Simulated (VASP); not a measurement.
# Ag (P6_3/mmc) in VASP: a series of runs, part 2 of 3

VASP 6.6.1. Earlier steps stand in the parts before.

### Step 3. Single point, r2SCAN

This run uses another cell than the first one, of 17.81 Å³/atom.

POSCAR reads:

```
Ag
1.0
    2.9300000000      0.0000000000      0.0000000000
   -1.4650000000      2.5374544331      0.0000000000
    0.0000000000      0.0000000000      4.7900000000
Ag
2
Direct
    0.6666666667      0.3333333333      0.7500000000
    0.3333333333      0.6666666667      0.2500000000
```

INCAR.step1 reads:

```
PREC = Accurate ; ENCUT = 520
ISMEAR = -1 ; SIGMA = 0.05
LREAL = False ; LASPH = True
NELM = 80 ; NBANDS = 18
GGA = PE ; ALGO = Normal
EDIFF = 1E-4 ; LWAVE = True
LCHARG = False
```

INCAR.step2 reads:

```
PREC = Accurate ; ENCUT = 520
EDIFF = 1E-6 ; ISMEAR = -1
SIGMA = 0.05 ; LREAL = False
LASPH = True ; NELM = 80
ALGO = Normal ; ISIF = 2
LWAVE = False ; LCHARG = False
METAGGA = R2SCAN ; LMIXTAU = True
NBANDS = 18 ; ISTART = 1
```

KPOINTS reads:

```
Automatic mesh
0
Gamma
  10 10 6
```

Potentials or basis: VASP PAW PBE potentials, release 64 (Ag).

The run is started by

```console
cat potpaw_PBE.64/Ag/POTCAR > POTCAR
cp INCAR.step1 INCAR
mpirun -np 1 vasp_std > vasp.out
cp INCAR.step2 INCAR
mpirun -np 1 vasp_std > vasp.out
```

OUTCAR:

```text
PREC = Accurate
   ENCUT = 520
   EDIFF = 1E-6
   ISMEAR = -1
   LREAL = False
   LASPH = True
   NELM = 80
   ISIF = 2
   METAGGA = R2SCAN
   ISTART = 1

 ion  position               nearest neighbor table
   1  0.667  0.333  0.750-   2 2.93   2 2.93   2 2.93   2 2.93   2 2.93   2 2.93
   2  0.333  0.667  0.250-   1 2.93   1 2.93   1 2.93   1 2.93   1 2.93   1 2.93

  LATTYP: Found a hexagonal cell.
 ALAT       =     2.9300000000
 C/A-ratio  =     1.6348122867

  Lattice vectors:

 A1 = (   2.9300000000,   0.0000000000,   0.0000000000)
 A2 = (  -1.4650000000,   2.5374544331,   0.0000000000)
 A3 = (   0.0000000000,   0.0000000000,   4.7900000000)

Analysis of symmetry for initial positions (statically):
=====================================================================
 Subroutine PRICEL returns:
 Original cell was already a primitive cell.

 Routine SETGRP: Setting up the symmetry group for a
 hexagonal supercell.

 Subroutine GETGRP returns: Found 24 space group operations
 (whereof 12 operations were pure point group operations)
 out of a pool of 24 trial point group operations.

The static configuration has the point symmetry D_3d.
 The point group associated with its full space group is D_6h.

Analysis of symmetry for dynamics (positions and initial velocities):
=====================================================================
 Subroutine PRICEL returns:
 Original cell was already a primitive cell.

 Routine SETGRP: Setting up the symmetry group for a
 hexagonal supercell.

 Subroutine GETGRP returns: Found 24 space group operations
 (whereof 12 operations were pure point group operations)
 out of a pool of 24 trial point group operations.

The dynamic configuration has the point symmetry D_3d.
 The point group associated with its full space group is D_6h.

 Subroutine INISYM returns: Found 24 space group operations
 (whereof 12 operations are pure point group operations),
 and found     1 'primitive' translations

----------------------------------------------------------------------------------------

                                     Primitive cell

  volume of cell :      35.6124

  direct lattice vectors                    reciprocal lattice vectors
     2.930000000  0.000000000  0.000000000     0.341296928  0.197047873  0.000000000
    -1.465000000  2.537454433  0.000000000     0.000000000  0.394095747  0.000000000
     0.000000000  0.000000000  4.790000000     0.000000000  0.000000000  0.208768267

  length of vectors
     2.930000000  2.930000000  4.790000000     0.394095747  0.394095747  0.208768267

  position of ions in fractional coordinates (direct lattice)
     0.666666667  0.333333333  0.750000000
     0.333333333  0.666666667  0.250000000

  ion indices of the primitive-cell ions
   primitive index   ion index
                 1           1
                 2           2

----------------------------------------------------------------------------------------

 KPOINTS: Automatic mesh

Automatic generation of k-mesh.
 Grid dimensions read from file:
 generate k-points for:   10   10    6

 Generating k-lattice:

  Cartesian coordinates                     Fractional coordinates (reciprocal lattice)
     0.034129693  0.019704787  0.000000000     0.100000000  0.000000000  0.000000000
     0.000000000  0.039409575  0.000000000     0.000000000  0.100000000  0.000000000
     0.000000000  0.000000000  0.034794711     0.000000000  0.000000000  0.166666667

  Length of vectors
     0.039409575  0.039409575  0.034794711

  Shift w.r.t. Gamma in fractional coordinates (k-lattice)
     0.000000000  0.000000000  0.000000000

 Subroutine IBZKPT returns following result:
 ===========================================

 Found     56 irreducible k-points:

 Following reciprocal coordinates:
            Coordinates               Weight
  0.000000  0.000000  0.000000      1.000000
  0.100000  0.000000  0.000000      6.000000
  0.200000  0.000000  0.000000      6.000000
  0.300000  0.000000  0.000000      6.000000
  0.400000  0.000000  0.000000      6.000000
  0.500000  0.000000  0.000000      3.000000
[... 16 lines left out ...]
  0.300000  0.100000  0.166667     24.000000
  0.400000  0.100000  0.166667     24.000000
 [... further k-points ...]
   k-points           NKPTS =     56   k-points in BZ     NKDIM =     56   number of bands    NBANDS=     18
   number of dos      NEDOS =    301   number of ions     NIONS =      2
   total plane-waves  NPLWV =  20736
   dimension x,y,z NGX =    24 NGY =   24 NGZ =   36
   dimension x,y,z NGXF=    48 NGYF=   48 NGZF=   72
   ions per type =               2
   NGX,Y,Z   is equivalent  to a cutoff of  13.62, 13.62, 12.49 a.u.
   NGXF,Y,Z  is equivalent  to a cutoff of  27.23, 27.23, 24.99 a.u.
 SYSTEM =  unknown system
   PREC   = accura    normal or accurate (medium, high low for compatibility)
   ISTART =      1    job   : 0-new  1-cont  2-samecut
   ICHARG =      0    charge: 1-file 2-atom 10-const
   ISPIN  =      1    spin polarized calculation?
   LNONCOLLINEAR =      F non collinear calculations
   LSORBIT =      F    spin-orbit coupling
   LASPH  =      T    aspherical Exc in radial PAW
   ENCUT  =  520.0 eV  38.22 Ry    6.18 a.u.   5.45  5.45  8.91*2*pi/ulx,y,z
   NELM   =     80;   NELMIN=  2; NELMDL=  0     # of ELM steps
   EDIFF  = 0.1E-05   stopping-criterion for ELM
   LREAL  =      F    real-space projection
   EDIFFG = 0.1E-04   stopping-criterion for IOM
   NSW    =      0    number of steps for IOM
   IBRION =     -1    ionic relax: 0-MD 1-quasi-New 2-CG
   NFREE  =      0    steps in history (QN), initial steepest desc. (CG)
   ISIF   =      2    stress and relaxation
   ISYM   =      2    0-nonsym 1-usesym 2-fastsym
   POTIM  = 0.5000    time-step for ionic-motion
   TEBEG  =    0.0;   TEEND  =   0.0 temperature during run
   PSTRESS=    0.0 pullay stress
   NELECT =      22.0000    total number of electrons
   NUPDOWN=      -1.0000    fix difference up-down
   EMIN   =  10.00;   EMAX   =-10.00  energy-range for DOS
   EFERMI =   0.00;   METHOD = LEGACY
   ISMEAR =    -1;   SIGMA  =   0.05  broadening in eV -4-tet -1-fermi 0-gaus
   EFERMI_NEDOS =   21; number of points for ismear=-14 and -15
   IALGO  =     38    algorithm
   IMIX   =      4    mixing-type and parameters
     AMIX     =   0.40;   BMIX     =  1.00
     AMIX_MAG =   1.60;   BMIX_MAG =  1.00
  volume/ion in A,a.u.               =      17.81       120.16
  Fermi-wavevector in a.u.,A,eV,Ry     =   1.394275  2.634799 26.449782  1.944004
  Thomas-Fermi vector in A             =   2.517840
   LORBIT       =      0    0 simple, 1 ext, 2 COOP (PROOUT), +10 PAW based schemes
   METAGGA = R2SCAN    functional components
   LHFCALC =     F    Hartree Fock is set to
   AEXX    =    0.0000 exact exchange contribution
   IVDW    =     0    specifies the selected vdW correction
   LEPSILON=     F    determine dielectric tensor
   LRPA    =     F    only Hartree local field effects (RPA)
 non-spin polarized calculation
  energy-cutoff  :      520.00
  volume of cell :       35.61
 maximum number of plane-waves:       990
 NGX is ok and might be reduce to    24
   NGX = 11   NGY = 11   NGZ = 17

 number of electron      22.0000005 magnetization

 Free energy of the ion-electron system (eV)
  ---------------------------------------------------
  ext. energy  EPLUGINS =         0.00000000
  ---------------------------------------------------
  free energy    TOTEN  =       -42.69366378 eV

  energy without entropy =      -42.68870559  energy(sigma->0) =      -42.69118468

 E-fermi :   7.8402     XC(G=0): -12.6634

 val. band max:        7.6311170158   @ k =   0.0000   0.0000   0.0000
 cond. band min:       7.8680721238   @ k =   0.3000   0.2000   0.3333
 fundamental gap:      0.2369551080
 Fermi energy:         7.8401912929

 k-point     1 :       0.0000    0.0000    0.0000
  band No.  band energies     occupation
      1       0.2179      2.00000
      2       1.3909      2.00000
      3       2.8577      2.00000
      4       2.9526      2.00000
      5       2.9526      2.00000
      6       3.1756      2.00000
[... 10 lines left out ...]
     17      26.3228      0.00000
     18      26.3228      0.00000
[... 463 lines left out ...]
 k-point    24 :       0.4000    0.1000    0.1667
  band No.  band energies     occupation
      1       1.5759      2.00000
      2       1.6512      2.00000
      3       2.2440      2.00000
      4       2.6582      2.00000
      5       2.8891      2.00000
      6       3.4841      2.00000
[... 10 lines left out ...]
     17      20.3876      0.00000
     18      22.5102      0.00000

 [... further k-points ...]

------------------------ aborting loop because EDIFF is reached ----------------------------------------

  FORCE on cell =-STRESS in cart. coord.  units (eV):
  Direction    XX          YY          ZZ          XY          YZ          ZX
  --------------------------------------------------------------------------------------
  -------------------------------------------------------------------------------------
  Total       -0.4597879     -0.4597879     -0.6200055      0.0000000      0.0000000      0.0000000
  in kB      -20.6855317    -20.6855317    -27.8936111      0.0000000      0.0000000      0.0000000
  external PRESSURE =     -23.0882248 kB  Pullay stress =       0.0000000 kB

 VOLUME and BASIS-vectors are now :
 -----------------------------------------------------------------------------
  energy-cutoff  :      520.00
  volume of cell :       35.61
      direct lattice vectors                 reciprocal lattice vectors
     2.930000000  0.000000000  0.000000000     0.341296928  0.197047873  0.000000000
    -1.465000000  2.537454433  0.000000000     0.000000000  0.394095747  0.000000000
     0.000000000  0.000000000  4.790000000     0.000000000  0.000000000  0.208768267

 POSITION                                       TOTAL-FORCE (eV/Angst)
 -----------------------------------------------------------------------------------
      1.46500      0.84582      3.59250         0.000000     -0.000000      0.000000
     -0.00000      1.69164      1.19750        -0.000000      0.000000      0.000000
 -----------------------------------------------------------------------------------
    total drift:                               -0.000000      0.000000     -0.000000

  FREE ENERGIE OF THE ION-ELECTRON SYSTEM (eV)
  ---------------------------------------------------
  free  energy   TOTEN  =       -42.6936637837 eV

  energy  without entropy=      -42.6887055859  energy(sigma->0) =      -42.69118468
```

OSZICAR.step1:

```text
N       E                     dE             d eps       ncg     rms          rms(c)
DAV:   1     0.124143431227E+03    0.12414E+03   -0.11822E+04  2016   0.121E+03
DAV:   2    -0.390132355739E+01   -0.12804E+03   -0.12208E+03  2092   0.265E+02
DAV:   3    -0.588754799032E+01   -0.19862E+01   -0.19798E+01  2344   0.373E+01
DAV:   4    -0.589358873277E+01   -0.60407E-02   -0.60402E-02  2302   0.202E+00
DAV:   5    -0.589363810552E+01   -0.49373E-04   -0.49372E-04  2254   0.195E-01    0.661E+00
DAV:   6    -0.543894407868E+01    0.45469E+00   -0.11480E+00  2108   0.114E+01    0.438E+00
DAV:   7    -0.542595284911E+01    0.12991E-01   -0.13985E-02  2166   0.110E+00    0.249E+00
DAV:   8    -0.542107111421E+01    0.48817E-02   -0.11145E-03  2130   0.274E-01    0.106E-01
DAV:   9    -0.542108461907E+01   -0.13505E-04   -0.14594E-05  1242   0.294E-02
   1 F= -.54210846E+01 E0= -.54183861E+01  d E =-.539700E-02
```

Wall time 2.1 min (1 thread of Intel Xeon 8259CL, shared host); peak memory 0.18 GiB.

What came out:

```
Free energy            : -42.6937 eV
Pressure               : -2.3 GPa
Band gap on the k mesh : zero (bands 11 and 12 overlap by 6.85 eV)
```

Stress tensor (GPa, compression positive):
```
-2.07  0.00  0.00
 0.00 -2.07  0.00
 0.00  0.00 -2.79
```

Levels at points of the mesh, in eV from the Fermi level:
```tsv
k point	band 8	band 9	band 10	band 11	band 12	band 13	band 14	band 15
(0.00, 0.00, 0.00)	-4.34	-4.34	-3.38	-3.38	-0.21	3.45	16.17	18.08
(0.50, 0.00, 0.00)	-3.25	-3.20	-3.12	0.15	1.50	6.99	7.25	9.37
(0.00, 0.00, 0.50)	-4.60	-3.68	-3.68	-3.68	-3.68	11.20	11.20	16.53
(0.50, 0.00, 0.50)	-3.40	-3.17	-3.17	0.91	0.91	4.50	4.50	13.82
```

Caveat: the PAW data sets were made with another functional, which shifts forces and pressure a little.

[end of part 2 of 3]
